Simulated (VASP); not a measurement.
NiO, 2 atoms in the cell. The structure is cubic, space group Fm-3m (No. 225). The conventional cell has a = 4.268 Å, b = 4.268 Å, c = 4.268 Å, α = 90.00°, β = 90.00°, γ = 90.00°. Ni (site symmetry m-3m) has 6 O at 2.13 Å within 2.8 Å. Within 2.8 Å of O (site symmetry m-3m) lie 6 Ni at 2.13 Å. 

| Item | Value |
| --- | --- |
| Program | VASP 6.6.1 |
| Task | single point |
| Functional | PBE |
| Potentials or basis | VASP PAW PBE potentials, release 64 (Ni_sv_GW, O_h) |
| Cutoff | 1340 eV |
| k mesh | 10 × 10 × 10 |
| Occupations | gaussian, width 0.05 eV |
| Spin | no spin polarisation |
| Hubbard terms | Ni d U = 6.2 eV |
| Dipole correction | no |
| Further INCAR settings | ALGO = Normal; EDIFF = 1e-06; NBANDS = 19 |

Potentials or basis: VASP PAW PBE potentials, release 64 (Ni_sv_GW, O_h).

Command:

```bash
$ cat potpaw_PBE.64/Ni_sv_GW/POTCAR potpaw_PBE.64/O_h/POTCAR > POTCAR
$ mpirun -np 1 vasp_std > vasp.out
```

Hardware: 1 thread of Intel(R) Xeon(R) Platinum 8259CL CPU @ 2.50GHz (Skylake/Cascade Lake), with other jobs on the host.

Q: How long does it take, and how much memory?

A: Wall time 62 s on 1 thread of Intel(R) Xeon(R) Platinum 8259CL CPU @ 2.50GHz (Skylake/Cascade Lake), on a shared host, peak memory 0.27 GiB. Counts: scf iterations 14, k points 47.
